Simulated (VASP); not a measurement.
# ZnS (Sphalerite) in VASP: notebook, part 2 of 2

VASP 6.6.1. Earlier steps stand in the parts before.

### Step 3. Relaxation of the atoms, PBE

This run uses another cell than the first one, of 19.84 Å³/atom, 0.990 times its volume.

Contents of INCAR:

```
PREC = Accurate ; ENCUT = 520
EDIFF = 1E-6 ; ISMEAR = -1
SIGMA = 0.02 ; LREAL = F
LASPH = T ; NELM = 100
ALGO = Normal ; ISIF = 2
LWAVE = F ; LCHARG = F
GGA = PE ; IBRION = 2
NSW = 80 ; EDIFFG = -0.02
```

Contents of KPOINTS:

```
Automatic mesh
0
Gamma
  14 14 14
```

Contents of POSCAR:

```
ZnS
1.0
    0.0000000000      2.7072500000      2.7072500000
    2.7072500000      0.0000000000      2.7072500000
    2.7072500000      2.7072500000      0.0000000000
Zn S
1 1
Direct
    0.0000000000      0.0000000000      0.0000000000
    0.2500000000      0.2500000000      0.2500000000
```

Potentials or basis: VASP PAW PBE potentials, release 64 (Zn, S).

Launch:

```bash
$ cat potpaw_PBE.64/Zn/POTCAR potpaw_PBE.64/S/POTCAR > POTCAR
$ mpirun -np 1 vasp_std > vasp.out
```

OUTCAR:

```text
PREC = Accurate
   ENCUT = 520
   EDIFF = 1E-6
   ISMEAR = -1
   LREAL = F
   LASPH = T
   NELM = 100
   ISIF = 2
   GGA = PE
   IBRION = 2
   NSW = 80
   EDIFFG = -0.02

 ion  position               nearest neighbor table
   1  0.000  0.000  0.000-   2 2.34   2 2.34   2 2.34   2 2.34
   2  0.250  0.250  0.250-   1 2.34   1 2.34   1 2.34   1 2.34

  LATTYP: Found a face centered cubic cell.
 ALAT       =     5.4145000000

  Lattice vectors:

 A1 = (   0.0000000000,   2.7072500000,   2.7072500000)
 A2 = (   2.7072500000,   0.0000000000,   2.7072500000)
 A3 = (   2.7072500000,   2.7072500000,   0.0000000000)

Analysis of symmetry for initial positions (statically):
=====================================================================
 Subroutine PRICEL returns:
 Original cell was already a primitive cell.

 Routine SETGRP: Setting up the symmetry group for a
 face centered cubic supercell.

 Subroutine GETGRP returns: Found 24 space group operations
 (whereof 24 operations were pure point group operations)
 out of a pool of 48 trial point group operations.

The static configuration has the point symmetry T_d .

[... 167 lines left out ...]
 k-point     1 :       0.0000    0.0000    0.0000
  band No.  band energies     occupation
      1     -11.0475      2.00000
      2      -4.2631      2.00000
      3      -4.2631      2.00000
      4      -4.2631      2.00000
      5      -3.7717      2.00000
      6      -3.7717      2.00000
      7       2.0523      2.00000
      8       2.0523      2.00000
      9       2.0523      2.00000
     10       4.1415      0.00000
     11       8.4531      0.00000
     12       8.4531      0.00000
     13       8.4531      0.00000
[... 354 lines left out ...]
  band No.  band energies     occupation
      1     -10.5496      2.00000
      2      -4.2647      2.00000
      3      -4.1549      2.00000
      4      -4.1498      2.00000
      5      -3.7962      2.00000
      6      -3.7449      2.00000
      7      -0.6778      2.00000
      8       1.1138      2.00000
      9       1.1440      2.00000
     10       6.2535      0.00000
     11       7.5896      0.00000
     12       9.5285      0.00000
     13       9.8698      0.00000

 [... further k-points ...]
[... 5 lines left out ...]
  --------------------------------------------------------------------------------------
  -------------------------------------------------------------------------------------
  Total        0.3230472      0.3230472      0.3230472      0.0000000      0.0000000      0.0000000
  in kB       13.0425200     13.0425200     13.0425200      0.0000000      0.0000000      0.0000000
  external PRESSURE =      13.0425200 kB  Pullay stress =       0.0000000 kB

 VOLUME and BASIS-vectors are now :
 -----------------------------------------------------------------------------
  energy-cutoff  :      520.00
  volume of cell :       39.68
      direct lattice vectors                 reciprocal lattice vectors
     0.000000000  2.707250000  2.707250000    -0.184689260  0.184689260  0.184689260
     2.707250000  0.000000000  2.707250000     0.184689260 -0.184689260  0.184689260
     2.707250000  2.707250000  0.000000000     0.184689260  0.184689260 -0.184689260

 POSITION                                       TOTAL-FORCE (eV/Angst)
 -----------------------------------------------------------------------------------
      0.00000      0.00000      0.00000         0.000000      0.000000      0.000000
      1.35363      1.35363      1.35363        -0.000000     -0.000000     -0.000000
 -----------------------------------------------------------------------------------
    total drift:                                0.000000      0.000000      0.000000

  FREE ENERGIE OF THE ION-ELECTRON SYSTEM (eV)
  ---------------------------------------------------
  free  energy   TOTEN  =        -6.8496098339 eV

  energy  without entropy=       -6.8496098339  energy(sigma->0) =       -6.84960983

 reached required accuracy - stopping structural energy minimisation
```

OSZICAR:

```text
N       E                     dE             d eps       ncg     rms          rms(c)
DAV:   1     0.899072915662E+02    0.89907E+02   -0.93126E+03  2704   0.166E+03
DAV:   2    -0.937984419219E+00   -0.90845E+02   -0.87079E+02  2914   0.284E+02
DAV:   3    -0.719393351394E+01   -0.62559E+01   -0.62248E+01  3314   0.751E+01
DAV:   4    -0.727540414911E+01   -0.81471E-01   -0.81441E-01  3054   0.908E+00
DAV:   5    -0.727663127160E+01   -0.12271E-02   -0.12271E-02  3354   0.111E+00    0.681E+00
DAV:   6    -0.686552425060E+01    0.41111E+00   -0.95534E-01  4023   0.368E+01    0.532E+00
DAV:   7    -0.684978630834E+01    0.15738E-01   -0.34248E-01  2829   0.570E+00    0.270E+00
DAV:   8    -0.684916163717E+01    0.62467E-03   -0.55489E-03  3154   0.707E-01    0.792E-01
DAV:   9    -0.684944617243E+01   -0.28454E-03   -0.11012E-03  3052   0.317E-01    0.124E-01
DAV:  10    -0.684958684308E+01   -0.14067E-03   -0.14186E-04  3059   0.132E-01    0.614E-02
DAV:  11    -0.684960893200E+01   -0.22089E-04   -0.36412E-05  3002   0.812E-02    0.795E-03
DAV:  12    -0.684960996402E+01   -0.10320E-05   -0.27585E-06  3140   0.197E-02    0.476E-03
DAV:  13    -0.684960983393E+01    0.13008E-06   -0.29301E-07  1737   0.130E-02
   1 F= -.68496098E+01 E0= -.68496098E+01  d E =-.684961E+01
```

Wall time 24 s (1 thread of AMD EPYC 9R45 (Zen 5), shared host); peak memory 0.17 GiB.

What came out:

| Quantity | Value |
| --- | --- |
| Free energy | -6.8496 eV |
| Pressure after relaxing | 1.3 GPa |
| Band gap on the k mesh | 2.09 eV, direct |

Final structure:
```
CELL_PARAMETERS angstrom
0.00000 2.70725 2.70725
2.70725 0.00000 2.70725
2.70725 2.70725 0.00000
ATOMIC_POSITIONS crystal
Zn 0.00000 0.00000 0.00000
S 0.25000 0.25000 0.25000
```

Caveat: the relaxation stopped at its first step, so nothing moved. A k mesh can miss the band edges.

### Step 4. Relaxation of the atoms, PBE (volume scaled by 1.02)

Contents of INCAR:

```
  PREC = Accurate
  ENCUT = 520
  EDIFF = 1E-6
  ISMEAR = -1
  SIGMA = 0.02
  LREAL = F
  LASPH = T
  NELM = 80
  ALGO = Normal
  ISIF = 2
  LWAVE = F
  LCHARG = F
  GGA = PE
  IBRION = 2
  NSW = 80
  EDIFFG = -0.02
```

KPOINTS is that of step 3.

Contents of POSCAR:

```
ZnS
1.0
    0.0000000000      2.7251793305      2.7251793305
    2.7251793305      0.0000000000      2.7251793305
    2.7251793305      2.7251793305      0.0000000000
Zn S
1 1
Direct
    0.0000000000      0.0000000000      0.0000000000
    0.2500000000      0.2500000000      0.2500000000
```

Potentials or basis: VASP PAW PBE potentials, release 64 (Zn, S).

Launch:

```bash
$ cat potpaw_PBE.64/Zn/POTCAR potpaw_PBE.64/S/POTCAR > POTCAR
$ mpirun -np 1 vasp_std > vasp.out
```

OUTCAR:

```text
PREC = Accurate
   ENCUT = 520
   EDIFF = 1E-6
   ISMEAR = -1
   LREAL = F
   LASPH = T
   NELM = 80
   ISIF = 2
   GGA = PE
   IBRION = 2
   NSW = 80
   EDIFFG = -0.02

 ion  position               nearest neighbor table
   1  0.000  0.000  0.000-   2 2.36   2 2.36   2 2.36   2 2.36
   2  0.250  0.250  0.250-   1 2.36   1 2.36   1 2.36   1 2.36

  LATTYP: Found a face centered cubic cell.
 ALAT       =     5.4503586610

  Lattice vectors:

 A1 = (   0.0000000000,   2.7251793305,   2.7251793305)
 A2 = (   2.7251793305,   0.0000000000,   2.7251793305)
 A3 = (   2.7251793305,   2.7251793305,   0.0000000000)

Analysis of symmetry for initial positions (statically):
=====================================================================
 Subroutine PRICEL returns:
 Original cell was already a primitive cell.

 Routine SETGRP: Setting up the symmetry group for a
 face centered cubic supercell.

 Subroutine GETGRP returns: Found 24 space group operations
 (whereof 24 operations were pure point group operations)
 out of a pool of 48 trial point group operations.

The static configuration has the point symmetry T_d .

Analysis of symmetry for dynamics (positions and initial velocities):
=====================================================================
 Subroutine PRICEL returns:
 Original cell was already a primitive cell.

 Routine SETGRP: Setting up the symmetry group for a
 face centered cubic supercell.

 Subroutine GETGRP returns: Found 24 space group operations
 (whereof 24 operations were pure point group operations)
 out of a pool of 48 trial point group operations.

The dynamic configuration has the point symmetry T_d .

 Subroutine INISYM returns: Found 24 space group operations
 (whereof 24 operations are pure point group operations),
 and found     1 'primitive' translations

----------------------------------------------------------------------------------------

                                     Primitive cell

[... 115 lines left out ...]
   GGA     = PE    functional components
   LHFCALC =     F    Hartree Fock is set to
   AEXX    =    0.0000 exact exchange contribution
   IVDW    =     0    specifies the selected vdW correction
   LEPSILON=     F    determine dielectric tensor
   LRPA    =     F    only Hartree local field effects (RPA)
 conjugate gradient relaxation of ions
 non-spin polarized calculation
  energy-cutoff  :      520.00
  volume of cell :       40.48
 maximum number of plane-waves:      1106
 NGX is ok and might be reduce to    30
   NGX = 15   NGY = 15   NGZ = 15

 number of electron      18.0000006 magnetization

 Free energy of the ion-electron system (eV)
  ---------------------------------------------------
  ext. energy  EPLUGINS =         0.00000000
  ---------------------------------------------------
  free energy    TOTEN  =        -6.85267984 eV

  energy without entropy =       -6.85267984  energy(sigma->0) =       -6.85267984

 E-fermi :   2.2855     XC(G=0):  -9.5100

 val. band max:        1.8711261342   @ k =   0.0000   0.0000   0.0000
 cond. band min:       3.8740736081   @ k =   0.0000   0.0000   0.0000
 fundamental gap:      2.0029474738
 Fermi energy:         2.2855351517

 k-point     1 :       0.0000    0.0000    0.0000
  band No.  band energies     occupation
      1     -11.0939      2.00000
      2      -4.3691      2.00000
      3      -4.3691      2.00000
      4      -4.3691      2.00000
      5      -3.9008      2.00000
      6      -3.9008      2.00000
      7       1.8711      2.00000
      8       1.8711      2.00000
      9       1.8711      2.00000
     10       3.8741      0.00000
     11       8.2838      0.00000
     12       8.2838      0.00000
     13       8.2838      0.00000
[... 354 lines left out ...]
  band No.  band energies     occupation
      1     -10.6141      2.00000
      2      -4.3644      2.00000
      3      -4.2652      2.00000
      4      -4.2591      2.00000
      5      -3.9236      2.00000
      6      -3.8754      2.00000
      7      -0.8216      2.00000
      8       0.9643      2.00000
      9       0.9899      2.00000
     10       5.9992      0.00000
     11       7.4051      0.00000
     12       9.3395      0.00000
     13       9.6673      0.00000

 [... further k-points ...]
[... 5 lines left out ...]
  --------------------------------------------------------------------------------------
  -------------------------------------------------------------------------------------
  Total       -0.0297988     -0.0297988     -0.0297988      0.0000000     -0.0000000     -0.0000000
  in kB       -1.1794904     -1.1794904     -1.1794904      0.0000000     -0.0000000     -0.0000000
  external PRESSURE =      -1.1794904 kB  Pullay stress =       0.0000000 kB

 VOLUME and BASIS-vectors are now :
 -----------------------------------------------------------------------------
  energy-cutoff  :      520.00
  volume of cell :       40.48
      direct lattice vectors                 reciprocal lattice vectors
     0.000000000  2.725179331  2.725179331    -0.183474164  0.183474164  0.183474164
     2.725179331  0.000000000  2.725179331     0.183474164 -0.183474164  0.183474164
     2.725179331  2.725179331  0.000000000     0.183474164  0.183474164 -0.183474164

 POSITION                                       TOTAL-FORCE (eV/Angst)
 -----------------------------------------------------------------------------------
      0.00000      0.00000      0.00000        -0.000000     -0.000000     -0.000000
      1.36259      1.36259      1.36259         0.000000      0.000000      0.000000
 -----------------------------------------------------------------------------------
    total drift:                               -0.000000     -0.000000     -0.000000

  FREE ENERGIE OF THE ION-ELECTRON SYSTEM (eV)
  ---------------------------------------------------
  free  energy   TOTEN  =        -6.8526798411 eV

  energy  without entropy=       -6.8526798411  energy(sigma->0) =       -6.85267984

 reached required accuracy - stopping structural energy minimisation
```

OSZICAR:

```text
N       E                     dE             d eps       ncg     rms          rms(c)
DAV:   1     0.905888716260E+02    0.90589E+02   -0.92345E+03  2704   0.165E+03
DAV:   2    -0.916635590615E+00   -0.91506E+02   -0.87622E+02  2929   0.285E+02
DAV:   3    -0.719650145588E+01   -0.62799E+01   -0.62484E+01  3364   0.749E+01
DAV:   4    -0.727842384717E+01   -0.81922E-01   -0.81894E-01  3014   0.906E+00
DAV:   5    -0.727969847301E+01   -0.12746E-02   -0.12746E-02  3289   0.112E+00    0.657E+00
DAV:   6    -0.686794764726E+01    0.41175E+00   -0.95324E-01  4016   0.364E+01    0.515E+00
DAV:   7    -0.685282205120E+01    0.15126E-01   -0.33360E-01  2854   0.558E+00    0.262E+00
DAV:   8    -0.685220923290E+01    0.61282E-03   -0.55619E-03  3124   0.689E-01    0.766E-01
DAV:   9    -0.685251190605E+01   -0.30267E-03   -0.10394E-03  3107   0.319E-01    0.128E-01
DAV:  10    -0.685265464182E+01   -0.14274E-03   -0.16139E-04  3034   0.133E-01    0.631E-02
DAV:  11    -0.685267878815E+01   -0.24146E-04   -0.39165E-05  3012   0.832E-02    0.951E-03
DAV:  12    -0.685267997838E+01   -0.11902E-05   -0.27613E-06  3123   0.206E-02    0.536E-03
DAV:  13    -0.685267984107E+01    0.13732E-06   -0.31328E-07  1797   0.142E-02
   1 F= -.68526798E+01 E0= -.68526798E+01  d E =-.685268E+01
```

Run time: 30 s. Hardware: 1 thread of AMD EPYC 9R45 (Zen 5), shared host; peak memory 0.18 GiB.

What came out:

| Quantity | Value |
| --- | --- |
| Free energy | -6.8527 eV |
| Pressure after relaxing | -0.1 GPa |
| Band gap on the k mesh | 2.00 eV, direct |

Final structure:
```cif
data_structure
_symmetry_space_group_name_H-M 'P 1'
_symmetry_Int_Tables_number 1
_cell_length_a 3.8540
_cell_length_b 3.8540
_cell_length_c 3.8540
_cell_angle_alpha 60.000
_cell_angle_beta 60.000
_cell_angle_gamma 60.000
_cell_volume 40.48
loop_
_atom_site_label
_atom_site_type_symbol
_atom_site_fract_x
_atom_site_fract_y
_atom_site_fract_z
_atom_site_occupancy
Zn1 Zn 0.00000 0.00000 0.00000 1
S1 S 0.25000 0.25000 0.25000 1
```

Caveat: the cell differs from its parent crystal (volume scaled by 1.02); the relaxation stopped at its first step, so nothing moved. A k mesh can miss the band edges.

### Step 5. Relaxation of the atoms, PBE (z stretched by +3 %)

Contents of INCAR:

```
ALGO     = Normal         # electronic algorithm
EDIFF    = 1E-7           # SCF threshold, eV
EDIFFG   = -0.02          # ionic threshold
ENCUT    = 520            # plane-wave cutoff, eV
GGA      = PE             # functional
IBRION   = 2              # ionic algorithm
ISIF     = 2              # what is computed and relaxed
ISMEAR   = -1             # smearing method
LASPH    = True           # aspherical terms in the spheres
LCHARG   = False          # write CHGCAR
LREAL    = False          # projectors in reciprocal space
LWAVE    = False          # write WAVECAR
NELM     = 80             # most SCF steps
NSW      = 80             # ionic steps
PREC     = Accurate       # precision mode
SIGMA    = 0.02           # smearing width, eV
```

Contents of KPOINTS:

```
k-points
0
Gamma
  14 14 14
```

Contents of POSCAR:

```
ZnS
1.0
    0.0000000000      2.7072500000      2.7884675000
    2.7072500000      0.0000000000      2.7884675000
    2.7072500000      2.7072500000      0.0000000000
Zn S
1 1
Direct
    0.0000000000      0.0000000000      0.0000000000
    0.2500000000      0.2500000000      0.2500000000
```

Launch:

```bash
$ cat potpaw_PBE.64/Zn/POTCAR potpaw_PBE.64/S/POTCAR > POTCAR
$ mpirun -np 1 vasp_std > vasp.out
```

Wall time 2.5 min (1 thread of Oxide Virtual Turin-like, shared host); peak memory 0.24 GiB.

The run converged. Its results:

* Free energy: -6.8485 eV
* Pressure after relaxing: -0.8 GPa
* Band gap on the k mesh: 1.92 eV, direct

Stress tensor (GPa, compression positive):
```
-0.36  0.00  0.00
 0.00 -0.36  0.00
 0.00  0.00 -1.64
```

Final structure:
```yaml
crystal:
  lattice:
    - [0.00000, 2.70725, 2.78847]
    - [2.70725, 0.00000, 2.78847]
    - [2.70725, 2.70725, 0.00000]
  atoms:
    - { symbol: Zn, position: [0.00000, 0.00000, 0.00000] }
    - { symbol: S, position: [0.25000, 0.25000, 0.25000] }
```

Levels at points of the mesh, in eV from the valence-band top:
| k point | band 5 | band 6 | band 7 | band 8 | band 9 | band 10 | band 11 | band 12 | band 13 |
| --- | --- | --- | --- | --- | --- | --- | --- | --- | --- |
| (0.00, 0.00, 0.00) | -5.79 | -5.78 | -0.11 | 0.00 | 0.00 | 1.92 | 6.39 | 6.39 | 6.39 |
| (0.50, 0.00, 0.00) | -5.75 | -5.59 | -5.09 | -0.93 | -0.77 | 3.19 | 6.80 | 7.04 | 8.71 |
| (0.50, 0.50, 0.00) | -5.72 | -5.61 | -4.57 | -2.03 | -2.03 | 3.55 | 4.22 | 10.49 | 11.73 |
| (0.50, 0.00, 0.50) | -5.71 | -5.56 | -4.40 | -2.20 | -2.15 | 3.41 | 3.95 | 10.80 | 11.52 |

Caveat: the cell differs from its parent crystal (z stretched by +3 %); the relaxation stopped at its first step, so nothing moved.

### Step 6. Summary

```tsv
task	cell	gap on the mesh (eV)	pressure (GPa)
single point	a = 3.848, b = 3.848, c = 3.829 Å, angles 60.2, 60.2, 59.7°, 2 atoms	2.03	0.6
relaxation of the atoms	atoms relaxed from a = 3.829 Å, angles 60.0°, 2 atoms	2.09	1.3
relaxation of the atoms	atoms relaxed from a = 3.854 Å, angles 60.0°, 2 atoms	2.00	-0.1
relaxation of the atoms	atoms relaxed from a = 3.886, b = 3.886, c = 3.829 Å, angles 60.5, 60.5, 59.0°, 2 atoms	1.92	-0.8
```

Alike in all rows: level PBE; potentials or basis VASP PAW PBE potentials, release 64 (Zn, S); no spin polarisation; k mesh 14 × 14 × 14; cutoff (eV) 520; smearing fermi-dirac 0.02 eV.

Caveats: the relaxation stopped at its first step, so nothing moved (some runs).

Absolute energies hang on the potentials; compare differences alone.
